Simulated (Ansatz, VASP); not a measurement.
**PtS2 in VASP and in Ansatz**

```
S Pt
1.0
     3.44700    0.00000    0.00000
    -1.72350    2.98519    0.00000
     0.00000    0.00000   30.82549
S Pt
2 1
Cartesian
  1.7235 0.9951 14.2357
  0.0000 1.9901 16.5897
  0.0000 0.0000 15.4127
```

Alike in both runs: task single point; functional PBE; dispersion D3(BJ); k mesh 9 × 9 × 1; occupations gaussian, width 0.02 eV; no spin polarisation.

|  | VASP | Ansatz |
| --- | --- | --- |
| version | VASP 6.6.1 | Ansatz 0.2.0 |
| potentials or method | VASP PAW PBE potentials, release 64 (S, Pt), cutoff 520 eV | scalar-relativistic, plane waves, PAW |
| valence electrons in the cell | 22 | 30 |

```csv
,VASP,Ansatz,Ansatz less VASP
gap on the k mesh at the Fermi level (eV),2.01,2.01,-0.006
least direct gap on the mesh (eV),2.11,2.11,-0.006
rms of the force components (eV/Å),0.827,0.851,+0.0233
```

VASP's potentials hold 22 valence electrons a cell and Ansatz's 30, so a difference there can come from the potentials and not from the codes.

Spin-orbit coupling is off throughout.
